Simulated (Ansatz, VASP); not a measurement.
## NaI in VASP and in Ansatz

```
Na I
1.0
     0.00000    3.21468    3.21468
     3.21468    0.00000    3.21468
     3.21468    3.21468    0.00000
Na I
1 1
Cartesian
  0.0000 0.0000 0.0000
  3.2147 3.2147 3.2147
```

Change from the starting cell: volume scaled by 0.98, crystal datasets.

Alike in both runs: task electric field gradients; functional LDA; k mesh 8 × 8 × 8; occupations fermi-dirac, width 0.02 eV; no spin polarisation.

|  | VASP | Ansatz |
| --- | --- | --- |
| version | VASP 6.6.1 | Ansatz 0.2.0 |
| potentials or method | VASP PAW LDA potentials, release 64 (Na_pv, I), cutoff 520 eV | all-electron PAW with datasets made for the crystal, scalar-relativistic |

VASP gave:

* gap on the k mesh at the Fermi level (eV): 3.40
* pressure (GPa): -1.4

Which values does Ansatz return?

gap on the k mesh at the Fermi level (eV): 3.39; pressure (GPa): -1.4.

LDA's correlation is that of Perdew and Zunger in VASP and of Perdew and Wang (1992) in Ansatz. Ansatz ran all-electron here, and VASP with PAW potentials.

Neither program's run includes spin-orbit coupling.
